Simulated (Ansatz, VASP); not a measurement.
## Two plane-wave programs on Sr2Al2O

The input POSCAR:

```
Sr2Al2O
1.0
    4.3399839840     -0.0021225409     -0.0126631078
    0.0044751353      7.9012002818      0.2040420284
    0.0252221406      2.2320064500      7.9779793910
Sr Al O
4 4 2
Direct
    0.5000467748      0.1404234722      0.1984895190
    0.0000279678      0.5530123869      0.1966470207
    0.4999532252      0.8595765278      0.8015104810
    0.9999720322      0.4469876131      0.8033529793
    0.0000098128      0.8418464960      0.4757175575
    0.4999922831      0.3254046133      0.5356733814
    0.9999901872      0.1581535040      0.5242824425
    0.5000077169      0.6745953867      0.4643266186
    0.9998854416      0.7103598223      0.9034806121
    0.0001145584      0.2896401777      0.0965193879
```

File INCAR.step1:

```
SYSTEM = Sr2Al2O
ALGO     = Normal         ! electronic algorithm
EDIFF    = 1E-4           ! SCF threshold, eV
ENCUT    = 520            ! plane-wave cutoff, eV
GGA      = PE             ! functional
ISMEAR   = 0              ! smearing method
KPAR     = 4            
LASPH    = .True.         ! aspherical terms in the spheres
LCHARG   = .False.        ! write CHGCAR
LREAL    = .False.        ! projectors in reciprocal space
LWAVE    = .True.         ! write WAVECAR
NBANDS   = 43             ! bands
NELM     = 80             ! most SCF steps
PREC     = Accurate       ! precision mode
SIGMA    = 0.1            ! smearing width, eV
```

INCAR.step2

```
SYSTEM = Sr2Al2O
ALGO     = Normal         ! electronic algorithm
EDIFF    = 1E-6           ! SCF threshold, eV
ENCUT    = 520            ! plane-wave cutoff, eV
ISIF     = 2              ! what is computed and relaxed
ISMEAR   = 0              ! smearing method
ISTART   = 1            
KPAR     = 4            
LASPH    = .True.         ! aspherical terms in the spheres
LCHARG   = .False.        ! write CHGCAR
LMIXTAU  = .True.       
LREAL    = .False.        ! projectors in reciprocal space
LWAVE    = .False.        ! write WAVECAR
METAGGA  = R2SCAN         ! meta-GGA
NBANDS   = 43             ! bands
NELM     = 80             ! most SCF steps
PREC     = Accurate       ! precision mode
SIGMA    = 0.1            ! smearing width, eV
```

File KPOINTS:

```
k-points
0
Gamma
  8 4 4
  0 0 0
```

Input for Ansatz:

```yaml
crystal:
  lattice:
    - [4.339983984, -0.0021225409, -0.0126631078]
    - [0.0044751353, 7.9012002818, 0.2040420284]
    - [0.0252221406, 2.23200645, 7.977979391]
  atoms:
    - { symbol: Sr, position: [0.5000467748, 0.1404234722, 0.198489519] }
    - { symbol: Sr, position: [2.79678e-05, 0.5530123869, 0.1966470207] }
    - { symbol: Sr, position: [0.4999532252, 0.8595765278, 0.801510481] }
    - { symbol: Sr, position: [0.9999720322, 0.4469876131, 0.8033529793] }
    - { symbol: Al, position: [9.8128e-06, 0.841846496, 0.4757175575] }
    - { symbol: Al, position: [0.4999922831, 0.3254046133, 0.5356733814] }
    - { symbol: Al, position: [0.9999901872, 0.158153504, 0.5242824425] }
    - { symbol: Al, position: [0.5000077169, 0.6745953867, 0.4643266186] }
    - { symbol: O, position: [0.9998854416, 0.7103598223, 0.9034806121] }
    - { symbol: O, position: [0.0001145584, 0.2896401777, 0.0965193879] }
basis:
  ecutwfc: 500
kpoints:
  mp_grid: { grid: [8, 4, 4] }
  band_path:
    path:
      - [[0.0, 0.0, 0.0], [0.0, 0.5, 0.0]]
      - [[0.5, 0.0, 0.0], [0.0, 0.0, 0.0], [0.0, 0.0, -0.5]]
      - [[-0.5, -0.5, -0.5], [0.0, 0.0, 0.0], [-0.5, 0.0, -0.5]]
      - [[0.0, -0.5, -0.5], [0.0, 0.0, 0.0], [-0.5, 0.5, 0.0]]
    npoints: 14
hamiltonian:
  xc: r2scan
scf:
  occupations: { method: gaussian, width: 0.1 }
  n_extra_bands: 25
output:
  forces: true
  stress: true
  eigenvalues: true
  populations: true
  dos: { projected: true, de: 0.02, nscf_kmesh: { grid: [10, 5, 5] } }
  bader: true
  write_density: true
  write_potential: true
  elf: true
  volumetric_format: npy
```

Alike in both runs: task single point; functional r2SCAN; k mesh 8 × 4 × 4; occupations gaussian, width 0.1 eV; no spin polarisation.

```csv
,VASP,Ansatz
version,VASP 6.6.1,Ansatz 0.2.0
potentials or method,"VASP PAW PBE potentials, release 64 (Sr_sv, Al, O), cutoff 520 eV","scalar-relativistic, plane waves, PAW"
valence electrons in the cell,64,64
```

VASP gave:

```
gap on the k mesh at the Fermi level (eV)                     : none
pressure (GPa)                                                : -0.2
traceless stress, the component that is largest in VASP (GPa) : 0.14
rms of the force components (eV/Å)                            : 0.017
```

Question: Estimate Ansatz's values.

Answer: gap on the k mesh at the Fermi level (eV): none; pressure (GPa): -0.3; traceless stress, the component that is largest in VASP (GPa): 0.07; rms of the force components (eV/Å): 0.026.

VASP's potentials were made for PBE, not for r2SCAN. Atom by atom the forces differ by 0.024 eV/Å (rms over components). A gap of «none» marks a metal or a gap that the smearing closes.
